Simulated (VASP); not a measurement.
# Ag (Fm-3m) in VASP: settings compared, part 2 of 2

VASP 6.6.1.

**5. Relaxation of cell and atoms, PBE+D4+U, non-collinear spin, zero start, spin-orbit coupling**

Contents of INCAR:

```
SYSTEM = Ag
PREC = Accurate ; ENCUT = 600
EDIFF = 1E-7 ; ISMEAR = -5
SIGMA = 0.05 ; LREAL = .False.
LASPH = .True. ; NELM = 150
ALGO = Normal ; ISIF = 3
LWAVE = .False. ; LCHARG = .False.
LNONCOLLINEAR = .True. ; MAGMOM = 0 0 0
LORBIT = 11 ; LSORBIT = .True.
GGA_COMPAT = .False. ; LORBMOM = .True.
LMAXMIX = 4 ; LDAU = .True.
LDAUTYPE = 2 ; LDAUL = 2
LDAUU = 4.5 ; LDAUJ = 0
LDAUPRINT = 1 ; GGA = PE
IVDW = 13 ; IBRION = 2
NSW = 60 ; EDIFFG = -0.01
```

Contents of KPOINTS:

```
Automatic mesh
0
Gamma
  11 11 11
  0 0 0
```

Contents of POSCAR:

```
Ag
1.0
    0.0000000000      2.0427500000      2.0427500000
    2.0427500000      0.0000000000      2.0427500000
    2.0427500000      2.0427500000      0.0000000000
Ag
1
Direct
    0.0000000000      0.0000000000      0.0000000000
```

Potentials or basis: VASP PAW PBE potentials, release 64 (Ag).

Launch:

```sh
cat potpaw_PBE.64/Ag/POTCAR > POTCAR
mpirun -np 1 vasp_ncl > vasp.out
```

OUTCAR:

```text
SYSTEM = Ag
   PREC = Accurate
   ENCUT = 600
   EDIFF = 1E-7
   ISMEAR = -5
   LREAL = .False.
   LASPH = .True.
   NELM = 150
   ISIF = 3
   LNONCOLLINEAR = .True.
   LORBIT = 11
   LSORBIT = .True.
   GGA = PE
   IVDW = 13
   IBRION = 2
   NSW = 60
   EDIFFG = -0.01

 ion  position               nearest neighbor table
   1  0.000  0.000  0.000-

  LATTYP: Found a face centered cubic cell.
 ALAT       =     4.0855000000

  Lattice vectors:

 A1 = (   0.0000000000,   2.0427500000,   2.0427500000)
 A2 = (   2.0427500000,   0.0000000000,   2.0427500000)
 A3 = (   2.0427500000,   2.0427500000,   0.0000000000)

Analysis of symmetry for initial positions (statically):
=====================================================================
 Subroutine PRICEL returns:
 Original cell was already a primitive cell.

 Routine SETGRP: Setting up the symmetry group for a
 face centered cubic supercell.

 Subroutine GETGRP returns: Found 48 space group operations
 (whereof 48 operations were pure point group operations)
 out of a pool of 48 trial point group operations.

The static configuration has the point symmetry O_h .

Analysis of symmetry for dynamics (positions and initial velocities):
=====================================================================
 Subroutine PRICEL returns:
 Original cell was already a primitive cell.

 Routine SETGRP: Setting up the symmetry group for a
 face centered cubic supercell.

 Subroutine GETGRP returns: Found 48 space group operations
 (whereof 48 operations were pure point group operations)
 out of a pool of 48 trial point group operations.

The dynamic configuration has the point symmetry O_h .

Analysis of structural, dynamic, and magnetic symmetry:
=====================================================================
 Subroutine PRICEL returns:
 Original cell was already a primitive cell.

 Routine SETGRP: Setting up the symmetry group for a
 face centered cubic supercell.

 Subroutine GETGRP returns: Found 48 space group operations
 (whereof 48 operations were pure point group operations)
 out of a pool of 48 trial point group operations.

The overall configuration has the point symmetry O_h .

[... 293 lines left out ...]
  free energy    TOTEN  =        -1.26186881 eV

  energy without entropy =       -1.26186881  energy(sigma->0) =       -1.26186881

 E-fermi :   8.4677     XC(G=0): -12.2276

 val. band max:        8.3006176614   @ k =   0.4545   0.2727   0.0000
 cond. band min:       8.6390630221   @ k =  -0.2727   0.2727   0.0000
 fundamental gap:      0.3384453607
 Fermi energy:         8.4677081597

 k-point     1 :       0.0000    0.0000    0.0000
  band No.  band energies     occupation
      1       0.8493      1.00000
      2       0.8493      1.00000
      3       2.0275      1.00000
      4       2.0275      1.00000
      5       2.0275      1.00000
      6       2.0275      1.00000
[... 481 lines left out ...]
      5       2.6281      1.00000
      6       2.6281      1.00000
[... 10 lines left out ...]
     17      27.3985      0.00000
     18      27.3985      0.00000

 [... further k-points ...]

------------------------ aborting loop because EDIFF is reached ----------------------------------------

  DFT-D4 for vdW energy calculation

  Edisp (eV):   -0.57811
[... 24 lines left out ...]
  FREE ENERGIE OF THE ION-ELECTRON SYSTEM (eV)
  ---------------------------------------------------
  free  energy   TOTEN  =        -1.8399767231 eV

  energy  without entropy=       -1.8399767231  energy(sigma->0) =       -1.83997672

 reached required accuracy - stopping structural energy minimisation

 orbital moment (x)

 # of ion     p       d       tot
 ----------------------------------------
  1         0.000   0.000   0.000
 ----------------------------------------
            0.000   0.000   0.000

 orbital moment (y)

 # of ion     p       d       tot
 ----------------------------------------
  1         0.000  -0.000  -0.000
 ----------------------------------------
            0.000  -0.000  -0.000

 orbital moment (z)

 # of ion     p       d       tot
 ----------------------------------------
  1         0.000   0.000   0.000
 ----------------------------------------
            0.000   0.000   0.000

 Spin-Orbit-Coupling matrix elements

 Ion:    1  E_soc:     -0.0492690
 l=   1
     0.0000000    -0.0017242    -0.0017242
    -0.0017242     0.0000000    -0.0017242
    -0.0017242    -0.0017242     0.0000000
 l=   2
     0.0000000    -0.0013645     0.0000000    -0.0013645    -0.0051228
    -0.0013645     0.0000000    -0.0038421    -0.0013645    -0.0012807
     0.0000000    -0.0038421     0.0000000    -0.0038421     0.0000000
    -0.0013645    -0.0013645    -0.0038421     0.0000000    -0.0012807
    -0.0051228    -0.0012807     0.0000000    -0.0012807     0.0000000
 l=   3
     0.0000000     0.0000000     0.0000000     0.0000000     0.0000000     0.0000000     0.0000000
     0.0000000     0.0000000     0.0000000     0.0000000     0.0000000     0.0000000     0.0000000
     0.0000000     0.0000000     0.0000000     0.0000000     0.0000000     0.0000000     0.0000000
     0.0000000     0.0000000     0.0000000     0.0000000     0.0000000     0.0000000     0.0000000
     0.0000000     0.0000000     0.0000000     0.0000000     0.0000000     0.0000000     0.0000000
     0.0000000     0.0000000     0.0000000     0.0000000     0.0000000     0.0000000     0.0000000
     0.0000000     0.0000000     0.0000000     0.0000000     0.0000000     0.0000000     0.0000000

 total charge

# of ion       s       p       d       tot
------------------------------------------
    1        0.414   0.275   9.375  10.064

 magnetization (x)

# of ion       s       p       d       tot
------------------------------------------
    1       -0.000   0.000   0.000  -0.000

 magnetization (y)

# of ion       s       p       d       tot
------------------------------------------
    1        0.000   0.000  -0.000  -0.000

 magnetization (z)

# of ion       s       p       d       tot
------------------------------------------
    1        0.000   0.000   0.000   0.000
```

CONTCAR:

```text
Ag
   1.00000000000000
    -0.0000000000000000    2.0298284474655532    2.0298284474655532
     2.0298284474655532    0.0000000000000000    2.0298284474655532
     2.0298284474655532    2.0298284474655532    0.0000000000000000
  Ag
     1
Direct
     0.0000000000000000    0.0000000000000000    0.0000000000000000

  0.00000000E+00  0.00000000E+00  0.00000000E+00
```

It took 98 s on 1 thread of Intel Xeon Platinum 8488C (Sapphire Rapids), shared host; peak memory 0.22 GiB.

What came out:

| Item | Value |
| --- | --- |
| Free energy | -1.8400 eV |
| Relaxed volume | 16.73 Å³/atom |
| Relaxed cell | a = 2.871 Å, b = 2.871 Å, c = 2.871 Å, α = 60.00°, β = 60.00°, γ = 60.00° |
| Space group after relaxing (to 0.1 Å) | Fm-3m (No. 225) |
| Energy gained by relaxing | 1.8 meV/atom |
| Ionic steps | 3 |
| Pressure after relaxing | 0.0 GPa |
| Net moment | 0.00 μB per cell |
| Valence electrons inside the program's atomic spheres | Ag 10.06 |
| Dispersion energy per atom | -0.578 eV |

Step by step:
| step | energy change (eV) | largest force (eV/Å) | pressure (GPa) | volume (Å³) |
| --- | --- | --- | --- | --- |
| 1 | 0.0000 | 0.0000 | -1.75 | 17.05 |
| 2 | -0.0015 | 0.0000 | 0.77 | 16.59 |
| 3 | -0.0018 | 0.0000 | -0.01 | 16.73 |

Final structure:
```cif
data_structure
_symmetry_space_group_name_H-M 'P 1'
_symmetry_Int_Tables_number 1
_cell_length_a 2.8706
_cell_length_b 2.8706
_cell_length_c 2.8706
_cell_angle_alpha 60.000
_cell_angle_beta 60.000
_cell_angle_gamma 60.000
_cell_volume 16.73
loop_
_atom_site_label
_atom_site_type_symbol
_atom_site_fract_x
_atom_site_fract_y
_atom_site_fract_z
_atom_site_occupancy
Ag1 Ag 0.00000 0.00000 0.00000 1
```

Moments on the atoms (μB; x, y, z):
```
Ag  0.00 0.00 0.00
```

Caveat: the U is typed as a test and isn't derived for this compound.

**6. Single point, rpbe exchange, lyp correlation, non-collinear spin, typed start**

POSCAR is that of step 5.

Contents of INCAR.step1:

```
PREC = Accurate
ENCUT = 400
EDIFF = 1E-6
ISMEAR = 0
SIGMA = 0.025
LREAL = False
LASPH = True
NELM = 200
ALGO = Normal
ISIF = 2
LWAVE = False
LCHARG = True
LNONCOLLINEAR = True
MAGMOM = 0 0 0.5
LMAXMIX = 4
GGA = LIBXC
LIBXC1 = GGA_X_RPBE
LIBXC2 = GGA_C_LYP
NBANDS = 22
GGA_COMPAT = False
NEDOS = 2001
LORBIT = 11
```

Contents of KPOINTS.step1:

```
regular mesh
0
Gamma
  8 8 8
```

Contents of INCAR.step2:

```
PREC = Accurate
ENCUT = 400
EDIFF = 1E-6
ISMEAR = -5
SIGMA = 0.025
LREAL = False
LASPH = True
NELM = 200
ALGO = Normal
ISIF = 2
LWAVE = False
LCHARG = False
LNONCOLLINEAR = True
MAGMOM = 0 0 0.5
LORBIT = 11
LMAXMIX = 4
GGA = LIBXC
LIBXC1 = GGA_X_RPBE
LIBXC2 = GGA_C_LYP
NEDOS = 1001
ICHARG = 11
GGA_COMPAT = False
```

Contents of KPOINTS.step2:

```
regular mesh
0
Gamma
  12 12 12
```

Potentials or basis: VASP PAW PBE potentials, release 64 (Ag).

Launch:

```sh
cat potpaw_PBE.64/Ag/POTCAR > POTCAR
cp INCAR.step1 INCAR
cp KPOINTS.step1 KPOINTS
mpirun -np 1 vasp_ncl > vasp.out
cp INCAR.step2 INCAR
cp KPOINTS.step2 KPOINTS
mpirun -np 1 vasp_ncl > vasp.out
```

Wall time 58 s (1 thread of AMD EPYC 9R45 (Zen 5), shared host); peak memory 0.17 GiB.

It converged, with:

* Net moment: 0.01 μB per cell
* Valence electrons inside the program's atomic spheres: Ag 9.91

Levels at points of the mesh, in eV from the Fermi level:
| k point | band 8 | band 9 | band 10 | band 11 | band 12 | band 13 | band 14 | band 15 | band 16 | band 17 |
| --- | --- | --- | --- | --- | --- | --- | --- | --- | --- | --- |
| (0.00, 0.00, 0.00) | -5.02 | -4.00 | -4.00 | -4.00 | -4.00 | 16.14 | 16.14 | 19.54 | 19.54 | 19.55 |
| (0.50, 0.00, 0.00) | -3.20 | -3.20 | -3.20 | -0.36 | -0.35 | 3.43 | 3.43 | 15.41 | 15.42 | 17.71 |
| (0.50, 0.50, 0.00) | -2.99 | -2.99 | -2.99 | 1.60 | 1.60 | 6.60 | 6.61 | 10.57 | 10.57 | 10.58 |
| (0.00, 0.50, 0.50) | -2.99 | -2.99 | -2.99 | 1.60 | 1.60 | 6.60 | 6.61 | 10.57 | 10.57 | 10.58 |

Moments on the atoms (μB; x, y, z):
```
Ag  0.00 0.00 0.00
```

Caveat: the PAW data sets were made with another functional, which shifts forces and pressure a little; tetrahedron occupations give inexact forces and stress in metals.

**7. Summary**

| task | level | potentials or basis | spin | U | cell | k mesh | cutoff (eV) | smearing | k mesh for the DOS | occupations for the DOS | pressure (GPa) | moment (μB) |
| --- | --- | --- | --- | --- | --- | --- | --- | --- | --- | --- | --- | --- |
| vibrations by perturbation theory | LDA | VASP PAW LDA potentials, release 64 (Ag) | off | - | a = 2.889 Å, angles 60.0°, 1 atom | 9 × 9 × 9 | 500 | fermi-dirac 0.05 eV | - | - | - | - |
| single point | LDA+U | VASP PAW LDA potentials, release 64 (Ag) | non-collinear, zero start, SOC | Ag d U = 6.0 eV | a = 2.889 Å, angles 60.0°, 1 atom | 8 × 8 × 8 | 500 | methfessel-paxton 0.01 eV | - | - | -8.6 | 0.00 |
| single point | PBE+D4+U | VASP PAW PBE potentials, release 64 (Ag) | non-collinear, zero start, SOC | Ag d U = 4.5 eV | a = 2.906 Å, angles 60.0°, 1 atom | 11 × 11 × 11 | 520 | tetrahedron | - | - | -3.2 | 0.00 |
| relaxation of cell and atoms | PBE+D4+U | VASP PAW PBE potentials, release 64 (Ag) | non-collinear, zero start, SOC | Ag d U = 4.5 eV | relaxed from a = 2.889 Å, angles 60.0°, 1 atom | 11 × 11 × 11 | 600 | tetrahedron | - | - | 0.0 | 0.00 |
| single point | rpbe exchange, lyp correlation | VASP PAW PBE potentials, release 64 (Ag) | non-collinear, typed start | - | a = 2.889 Å, angles 60.0°, 1 atom | 8 × 8 × 8 | 400 | gaussian 0.025 eV | 12 × 12 × 12 | tetrahedron | - | 0.01 |

Caveats: the U is typed as a test and isn't derived for this compound (at least some runs); the cell stands under tension (at least some runs); the cell stands under pressure or tension, which shifts response properties (at least some runs); the PAW data sets were made with another functional, which shifts forces and pressure a little (at least some runs); tetrahedron occupations give inexact forces and stress in metals (at least some runs).

Total energies depend on the potentials used, so only differences within one code and one set of settings carry meaning.
